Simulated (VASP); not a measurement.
Input of a VASP 6.6.1 run:

INCAR

```
SYSTEM = Ir
PREC = Accurate
ENCUT = 520
EDIFF = 1E-6
ISMEAR = 0
SIGMA = 0.15
LREAL = .FALSE.
LASPH = .TRUE.
NELM = 100
ALGO = Fast
ISIF = 2
LWAVE = .FALSE.
LCHARG = .FALSE.
GGA = PE
NBANDS = 10
```

The input KPOINTS:

```
regular mesh
0
G
  20 20 20
  0 0 0
```

The input POSCAR:

```
Ir
1.0
   -0.0338656780      1.9351816027      2.0077509128
    1.9351816027     -0.0338656780      2.0077509128
    1.9013159247      1.9013159247      0.0000000000
Ir
1
Direct
    0.0000000000      0.0000000000      0.0000000000
```

Potentials or basis: VASP PAW PBE potentials, release 64 (Ir).

Command:

```sh
$ cat potpaw_PBE.64/Ir/POTCAR > POTCAR
$ mpirun -np 1 vasp_std > vasp.out
```

(1) Estimate the band gap on the k mesh.

(2) Predict the pressure.

## Answers

(1) zero (an odd number of electrons rules out a gap without spin polarisation).

(2) -10.5 GPa.

Caveat: the cell differs from its parent crystal (engineering shear strain xy -0.0350, normal strain along z +0.0375); the cell stands under tension; spin-orbit coupling is left out, which moves the levels of the heavy elements.
